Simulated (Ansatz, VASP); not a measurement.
## One calculation of Ni, two programs

The input INCAR:

```
PREC = Accurate ; ENCUT = 520
EDIFF = 1E-6 ; ISMEAR = 0
SIGMA = 0.1 ; LREAL = False
LASPH = True ; NELM = 150
ALGO = Normal ; ISIF = 2
LWAVE = False ; LCHARG = True
ISPIN = 2 ; MAGMOM = 0.2 0.2
LORBIT = 11 ; LMAXMIX = 4
GGA = PE ; LELF = True
LVHAR = True ; NBANDS = 21
```

The input KPOINTS:

```
regular mesh
0
Gamma
  7 14 14
```

Contents of POSCAR:

```
Ni
1.0
    0.0000000000      3.4500000000      3.4500000000
    1.7250000000      0.0000000000      1.7250000000
    1.7250000000      1.7250000000      0.0000000000
Ni
2
Direct
    0.0000000000      0.0000000000      0.0000000000
    0.5000000000      0.0000000000      0.0000000000
```

Input for Ansatz:

```yaml
crystal:
  lattice:
    - [0.0, 3.45, 3.45]
    - [1.725, 0.0, 1.725]
    - [1.725, 1.725, 0.0]
  atoms:
    - { symbol: Ni, position: [0.0, 0.0, 0.0], spin: 0.2 }
    - { symbol: Ni, position: [0.5, 0.0, 0.0], spin: 0.2 }
magnetization:
  spin_polarized: true
hamiltonian:
  xc: pbe
  pseudopotentials: { kind: paw }
basis:
  ecutwfc: 420
kpoints:
  mp_grid: { grid: [7, 14, 14] }
scf:
  occupations: { method: gaussian, width: 0.1 }
  lower_state_search: standard
output:
  forces: true
  stress: true
```

Alike in both runs: task single point; functional PBE; k mesh 7 × 14 × 14; occupations gaussian, width 0.1 eV; collinear spin.

|  | VASP | Ansatz |
| --- | --- | --- |
| version | VASP 6.6.1 | Ansatz 0.2.0 |
| potentials or method | VASP PAW PBE potentials, release 64 (Ni), cutoff 520 eV | PAW, plane waves, scalar-relativistic |
| valence electrons in the cell | 20 | 36 |

VASP gave:

```
pressure (GPa)                                                : 12.9
net moment per atom (μB)                                      : 0.56
size of the moment on the site where the two differ most (μB) : 0.57
```

Q: What did Ansatz give for the same quantities?

A: Pressure (GPa): 13.3; net moment per atom (μB): 0.57; size of the moment on the site where the two differ most (μB): 0.61.

Site moments also hang on the region over which each program counts them. VASP's potentials hold 20 valence electrons a cell and Ansatz's 36, so a difference there can come from the potentials and not from the codes.
